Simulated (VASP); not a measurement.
# Ca (Fd-3m) in VASP: further runs

Runs on Ca. Level: revPBE. Tasks: single point.

Everything below comes from runs of VASP 6.6.1. Logs are shortened: lines on timing, memory, paths and dates and some standing lists are left out, and cuts for length are marked.

### 1 The cell of the first run

The structure is cubic, space group Fd-3m (No. 227). Conventional cell: a = 8.619 Å, b = 8.619 Å, c = 8.619 Å, α = 90.00°, β = 90.00°, γ = 90.00°. Ca (site symmetry -43m) has 4 Ca at 3.73 Å within 4.9 Å.

### 2 Single point, revPBE (volume scaled by 0.96)

Input file INCAR:

```
SYSTEM = Ca
PREC = Accurate ; ENCUT = 520
EDIFF = 1E-6 ; ISMEAR = -1
SIGMA = 0.1 ; LREAL = .FALSE.
LASPH = .TRUE. ; NELM = 60
ALGO = Normal ; ISIF = 2
LWAVE = .FALSE. ; LCHARG = .TRUE.
GGA = RE ; LELF = .TRUE.
LVHAR = .TRUE. ; NBANDS = 17
```

Input file KPOINTS:

```
regular mesh
0
G
  7 7 7
  0 0 0
```

Input file POSCAR:

```
Ca
1.0
    0.0000000000      4.3092729362      4.3092729362
    4.3092729362      0.0000000000      4.3092729362
    4.3092729362      4.3092729362      0.0000000000
Ca
2
Direct
    0.1250000000      0.1250000000      0.1250000000
    0.8750000000      0.8750000000      0.8750000000
```

Potentials or basis: VASP PAW PBE potentials, release 64 (Ca_sv).

Launch:

```console
cat potpaw_PBE.64/Ca_sv/POTCAR > POTCAR
mpirun -np 1 vasp_std > vasp.out
```

OUTCAR:

```text
SYSTEM = Ca
   PREC = Accurate
   ENCUT = 520
   EDIFF = 1E-6
   ISMEAR = -1
   LREAL = .FALSE.
   LASPH = .TRUE.
   NELM = 60
   ISIF = 2
   GGA = RE

 ion  position               nearest neighbor table
   1  0.125  0.125  0.125-
   2  0.875  0.875  0.875-

  LATTYP: Found a face centered cubic cell.
 ALAT       =     8.6185458724

  Lattice vectors:

 A1 = (   0.0000000000,   4.3092729362,   4.3092729362)
 A2 = (   4.3092729362,   0.0000000000,   4.3092729362)
 A3 = (   4.3092729362,   4.3092729362,   0.0000000000)

Analysis of symmetry for initial positions (statically):
=====================================================================
 Subroutine PRICEL returns:
 Original cell was already a primitive cell.

 Routine SETGRP: Setting up the symmetry group for a
 face centered cubic supercell.

 Subroutine GETGRP returns: Found 48 space group operations
 (whereof 12 operations were pure point group operations)
 out of a pool of 48 trial point group operations.

The static configuration has the point symmetry D_3d.
 The point group associated with its full space group is O_h .

Analysis of symmetry for dynamics (positions and initial velocities):
=====================================================================
 Subroutine PRICEL returns:
 Original cell was already a primitive cell.

 Routine SETGRP: Setting up the symmetry group for a
 face centered cubic supercell.

 Subroutine GETGRP returns: Found 48 space group operations
 (whereof 12 operations were pure point group operations)
 out of a pool of 48 trial point group operations.

The dynamic configuration has the point symmetry D_3d.
 The point group associated with its full space group is O_h .

 Subroutine INISYM returns: Found 48 space group operations
 (whereof 12 operations are pure point group operations),
 and found     1 'primitive' translations

----------------------------------------------------------------------------------------

                                     Primitive cell

  volume of cell :     160.0450

  direct lattice vectors                    reciprocal lattice vectors
     0.000000000  4.309272936  4.309272936    -0.116028854  0.116028854  0.116028854
     4.309272936  0.000000000  4.309272936     0.116028854 -0.116028854  0.116028854
     4.309272936  4.309272936  0.000000000     0.116028854  0.116028854 -0.116028854

  length of vectors
     6.094232230  6.094232230  6.094232230     0.200967870  0.200967870  0.200967870

  position of ions in fractional coordinates (direct lattice)
     0.125000000  0.125000000  0.125000000
     0.875000000  0.875000000  0.875000000

  ion indices of the primitive-cell ions
   primitive index   ion index
                 1           1
                 2           2

----------------------------------------------------------------------------------------

 KPOINTS: regular mesh

Automatic generation of k-mesh.
 Grid dimensions read from file:
 generate k-points for:    7    7    7

 Generating k-lattice:

  Cartesian coordinates                     Fractional coordinates (reciprocal lattice)
    -0.016575551  0.016575551  0.016575551     0.142857143  0.000000000  0.000000000
     0.016575551 -0.016575551  0.016575551     0.000000000  0.142857143  0.000000000
     0.016575551  0.016575551 -0.016575551     0.000000000  0.000000000  0.142857143

  Length of vectors
     0.028709696  0.028709696  0.028709696

  Shift w.r.t. Gamma in fractional coordinates (k-lattice)
     0.000000000  0.000000000  0.000000000

 Subroutine IBZKPT returns following result:
 ===========================================

 Found     20 irreducible k-points:

 Following reciprocal coordinates:
            Coordinates               Weight
  0.000000  0.000000  0.000000      1.000000
  0.142857  0.000000  0.000000      8.000000
  0.285714  0.000000  0.000000      8.000000
  0.428571  0.000000  0.000000      8.000000
  0.142857  0.142857  0.000000      6.000000
  0.285714  0.142857  0.000000     24.000000
[... 12 lines left out ...]
 -0.428571  0.428571  0.142857     24.000000
 -0.285714  0.428571  0.142857     24.000000
   k-points           NKPTS =     20   k-points in BZ     NKDIM =     20   number of bands    NBANDS=     17
   number of dos      NEDOS =    301   number of ions     NIONS =      2
   total plane-waves  NPLWV = 110592
   dimension x,y,z NGX =    48 NGY =   48 NGZ =   48
   dimension x,y,z NGXF=    96 NGYF=   96 NGZF=   96
   ions per type =               2
   NGX,Y,Z   is equivalent  to a cutoff of  13.09, 13.09, 13.09 a.u.
   NGXF,Y,Z  is equivalent  to a cutoff of  26.19, 26.19, 26.19 a.u.
 SYSTEM =  Ca
   PREC   = accura    normal or accurate (medium, high low for compatibility)
   ISTART =      0    job   : 0-new  1-cont  2-samecut
   ICHARG =      2    charge: 1-file 2-atom 10-const
   ISPIN  =      1    spin polarized calculation?
   LNONCOLLINEAR =      F non collinear calculations
   LSORBIT =      F    spin-orbit coupling
   LASPH  =      T    aspherical Exc in radial PAW
   ENCUT  =  520.0 eV  38.22 Ry    6.18 a.u.  11.33 11.33 11.33*2*pi/ulx,y,z
   NELM   =     60;   NELMIN=  2; NELMDL= -5     # of ELM steps
   EDIFF  = 0.1E-05   stopping-criterion for ELM
   LREAL  =      F    real-space projection
   EDIFFG = 0.1E-04   stopping-criterion for IOM
   NSW    =      0    number of steps for IOM
   IBRION =     -1    ionic relax: 0-MD 1-quasi-New 2-CG
   NFREE  =      0    steps in history (QN), initial steepest desc. (CG)
   ISIF   =      2    stress and relaxation
   ISYM   =      2    0-nonsym 1-usesym 2-fastsym
   POTIM  = 0.5000    time-step for ionic-motion
   TEBEG  =    0.0;   TEEND  =   0.0 temperature during run
   PSTRESS=    0.0 pullay stress
   NELECT =      20.0000    total number of electrons
   NUPDOWN=      -1.0000    fix difference up-down
   EMIN   =  10.00;   EMAX   =-10.00  energy-range for DOS
   EFERMI =   0.00;   METHOD = LEGACY
   ISMEAR =    -1;   SIGMA  =   0.10  broadening in eV -4-tet -1-fermi 0-gaus
   EFERMI_NEDOS =   21; number of points for ismear=-14 and -15
   IALGO  =     38    algorithm
   IMIX   =      4    mixing-type and parameters
     AMIX     =   0.40;   BMIX     =  1.00
     AMIX_MAG =   1.60;   BMIX_MAG =  1.00
  volume/ion in A,a.u.               =      80.02       540.02
  Fermi-wavevector in a.u.,A,eV,Ry     =   0.818473  1.546689  9.114508  0.669897
  Thomas-Fermi vector in A             =   1.929105
   LORBIT       =      0    0 simple, 1 ext, 2 COOP (PROOUT), +10 PAW based schemes
   GGA     = RE    functional components
   LHFCALC =     F    Hartree Fock is set to
   AEXX    =    0.0000 exact exchange contribution
   IVDW    =     0    specifies the selected vdW correction
   LEPSILON=     F    determine dielectric tensor
   LRPA    =     F    only Hartree local field effects (RPA)
 non-spin polarized calculation
  energy-cutoff  :      520.00
  volume of cell :      160.04
 maximum number of plane-waves:      4335
 NGX is ok and might be reduce to    48
   NGX = 23   NGY = 23   NGZ = 23

 number of electron      20.0000000 magnetization

 Free energy of the ion-electron system (eV)
  ---------------------------------------------------
  ext. energy  EPLUGINS =         0.00000000
  ---------------------------------------------------
  free energy    TOTEN  =        -1.55617668 eV

  energy without entropy =       -1.44767277  energy(sigma->0) =       -1.50192472

 E-fermi :  -0.0199     XC(G=0):  -5.7354

 val. band max:       -0.0307582830   @ k =   0.2857   0.0000   0.0000
 cond. band min:       0.0061242313   @ k =  -0.4286   0.4286   0.0000
 fundamental gap:      0.0368825143
 Fermi energy:        -0.0198954815

 k-point     1 :       0.0000    0.0000    0.0000
  band No.  band energies     occupation
      1     -43.2996      2.00000
      2     -43.2839      2.00000
      3     -24.2364      2.00000
      4     -24.2364      2.00000
      5     -24.2364      2.00000
      6     -24.1786      2.00000
[... 9 lines left out ...]
     16       1.3961      0.00000
     17       1.3961      0.00000

 k-point     2 :       0.1429    0.0000    0.0000
  band No.  band energies     occupation
      1     -43.2991      2.00000
      2     -43.2845      2.00000
      3     -24.2375      2.00000
      4     -24.2375      2.00000
      5     -24.2358      2.00000
      6     -24.1794      2.00000
[... 9 lines left out ...]
     16       1.4078      0.00000
     17       1.4078      0.00000

 k-point     3 :       0.2857    0.0000    0.0000
  band No.  band energies     occupation
      1     -43.2976      2.00000
      2     -43.2860      2.00000
      3     -24.2397      2.00000
      4     -24.2397      2.00000
      5     -24.2342      2.00000
      6     -24.1813      2.00000
[... 9 lines left out ...]
     16       1.5007      0.00000
     17       1.5007      0.00000

 k-point     4 :       0.4286    0.0000    0.0000
  band No.  band energies     occupation
      1     -43.2960      2.00000
      2     -43.2876      2.00000
      3     -24.2414      2.00000
      4     -24.2414      2.00000
      5     -24.2329      2.00000
      6     -24.1828      2.00000
[... 9 lines left out ...]
     16       1.6746      0.00000
     17       1.6746      0.00000
[... 263 lines left out ...]
      1     -43.2946      2.00000
      2     -43.2890      2.00000
      3     -24.2465      2.00000
      4     -24.2439      2.00000
      5     -24.2216      2.00000
      6     -24.1940      2.00000
[... 9 lines left out ...]
     16       1.5422      0.00000
     17       1.8615      0.00000

 k-point    19 :      -0.4286    0.4286    0.1429
  band No.  band energies     occupation
      1     -43.2934      2.00000
      2     -43.2902      2.00000
      3     -24.2469      2.00000
      4     -24.2461      2.00000
      5     -24.2144      2.00000
      6     -24.2013      2.00000
[... 9 lines left out ...]
     16       1.4038      0.00000
     17       1.9060      0.00000

 k-point    20 :      -0.2857    0.4286    0.1429
  band No.  band energies     occupation
      1     -43.2929      2.00000
      2     -43.2907      2.00000
      3     -24.2475      2.00000
      4     -24.2457      2.00000
      5     -24.2135      2.00000
      6     -24.2021      2.00000
[... 9 lines left out ...]
     16       1.4493      0.00000
     17       1.9682      0.00000

------------------------ aborting loop because EDIFF is reached ----------------------------------------

  FORCE on cell =-STRESS in cart. coord.  units (eV):
  Direction    XX          YY          ZZ          XY          YZ          ZX
  --------------------------------------------------------------------------------------
  -------------------------------------------------------------------------------------
  Total        0.2022826      0.2022826      0.2022826      0.0000000      0.0000000      0.0000000
  in kB        2.0250099      2.0250099      2.0250099      0.0000000      0.0000000      0.0000000
  external PRESSURE =       2.0250099 kB  Pullay stress =       0.0000000 kB

 VOLUME and BASIS-vectors are now :
 -----------------------------------------------------------------------------
  energy-cutoff  :      520.00
  volume of cell :      160.04
      direct lattice vectors                 reciprocal lattice vectors
     0.000000000  4.309272936  4.309272936    -0.116028854  0.116028854  0.116028854
     4.309272936  0.000000000  4.309272936     0.116028854 -0.116028854  0.116028854
     4.309272936  4.309272936  0.000000000     0.116028854  0.116028854 -0.116028854

 POSITION                                       TOTAL-FORCE (eV/Angst)
 -----------------------------------------------------------------------------------
      1.07732      1.07732      1.07732         0.000000     -0.000000     -0.000000
      7.54123      7.54123      7.54123        -0.000000      0.000000      0.000000
 -----------------------------------------------------------------------------------
    total drift:                                0.000000      0.000000      0.000000

  FREE ENERGIE OF THE ION-ELECTRON SYSTEM (eV)
  ---------------------------------------------------
  free  energy   TOTEN  =        -1.5561766756 eV

  energy  without entropy=       -1.4476727720  energy(sigma->0) =       -1.50192472
```

Run time: 56 s. Hardware: 1 thread of Intel Xeon Platinum 8559C (Emerald Rapids), shared host; peak memory 0.31 GiB.

Results:

- Free energy: -1.5562 eV
- Pressure: 0.2 GPa
- Band gap on the k mesh: zero (band 10 reaches 0.62 eV, above the bottom of band 11 at -0.15 eV)

Levels at points of the mesh, in eV from the Fermi level:
| k point | band 7 | band 8 | band 9 | band 10 | band 11 | band 12 | band 13 | band 14 |
| --- | --- | --- | --- | --- | --- | --- | --- | --- |
| (0.00, 0.00, 0.00) | -24.16 | -24.16 | -2.97 | 0.64 | 0.64 | 0.64 | 0.89 | 0.89 |

Caveat: the PAW data sets were made with another functional, which shifts forces and pressure a little.

### 3 Single point, revPBE (volume scaled by 1.08)

Input file INCAR:

```
SYSTEM = Ca
PREC = Accurate
ENCUT = 520
EDIFF = 1E-6
ISMEAR = -1
SIGMA = 0.1
LREAL = .FALSE.
LASPH = .TRUE.
NELM = 60
ALGO = Normal
ISIF = 2
LWAVE = .FALSE.
LCHARG = .TRUE.
GGA = RE
LELF = .TRUE.
LVHAR = .TRUE.
NBANDS = 17
```

Input file KPOINTS:

```
Automatic mesh
0
G
  7 7 7
  0 0 0
```

Input file POSCAR:

```
Ca
1.0
    0.0000000000      4.4818244619      4.4818244619
    4.4818244619      0.0000000000      4.4818244619
    4.4818244619      4.4818244619      0.0000000000
Ca
2
Direct
    0.1250000000      0.1250000000      0.1250000000
    0.8750000000      0.8750000000      0.8750000000
```

Potentials or basis: VASP PAW PBE potentials, release 64 (Ca_sv).

Launch:

```console
cat potpaw_PBE.64/Ca_sv/POTCAR > POTCAR
mpirun -np 1 vasp_std > vasp.out
```

It took 57 s on 1 thread of Intel Xeon Platinum 8559C (Emerald Rapids), shared host; peak memory 0.3 GiB.

The run converged. Its results:

* Free energy: -1.5537 eV
* Pressure: -0.2 GPa
* Band gap on the k mesh: zero (band 10 reaches 0.34 eV, above the bottom of band 11 at -0.32 eV)

Levels at points of the mesh, in eV from the Fermi level:
```tsv
k point	band 8	band 9	band 10	band 11	band 12	band 13
(0.00, 0.00, 0.00)	-24.31	-2.82	0.59	0.59	0.59	0.88
```

Caveat: the PAW data sets were made with another functional, which shifts forces and pressure a little.

### 4 Single point, revPBE (volume scaled by 1.12)

INCAR, as its differences from that of step 3:

```diff
@@ -3,3 +3,3 @@
 ENCUT = 520
-EDIFF = 1E-6
+EDIFF = 1E-7
 ISMEAR = -1
```

KPOINTS is that of step 3.

Input file POSCAR:

```
Ca
1.0
    0.0000000000      4.5364862449      4.5364862449
    4.5364862449      0.0000000000      4.5364862449
    4.5364862449      4.5364862449      0.0000000000
Ca
2
Direct
    0.1250000000      0.1250000000      0.1250000000
    0.8750000000      0.8750000000      0.8750000000
```

Launch:

```console
cat potpaw_PBE.64/Ca_sv/POTCAR > POTCAR
mpirun -np 1 vasp_std > vasp.out
```

Run time: 72 s. Hardware: 1 thread of Intel Xeon Platinum 8559C (Emerald Rapids), shared host; peak memory 0.31 GiB.

It converged, with:

- Free energy: -1.5423 eV
- Pressure: -0.3 GPa
- Band gap on the k mesh: zero (band 10 reaches 0.26 eV, above the bottom of band 11 at -0.36 eV)

Levels at points of the mesh, in eV from the Fermi level:
```tsv
k point	band 7	band 8	band 9	band 10	band 11	band 12	band 13	band 14
(0.00, 0.00, 0.00)	-24.35	-24.35	-2.78	0.58	0.58	0.58	0.87	0.87
```

Caveat: the PAW data sets were made with another functional, which shifts forces and pressure a little.

### 5 Overview

```csv
cell,gap on the mesh (eV),pressure (GPa)
"a = 6.094 Å, angles 60.0°, 2 atoms",none,0.2
"a = 6.338 Å, angles 60.0°, 2 atoms",none,-0.2
"a = 6.416 Å, angles 60.0°, 2 atoms",none,-0.3
```

Alike in all rows: task single point; level revPBE; potentials or basis VASP PAW PBE potentials, release 64 (Ca_sv); no spin polarisation; k mesh 7 × 7 × 7; cutoff (eV) 520; smearing fermi-dirac 0.1 eV.

Caveats: the PAW data sets were made with another functional, which shifts forces and pressure a little.

Absolute energies hang on the potentials; compare differences alone.
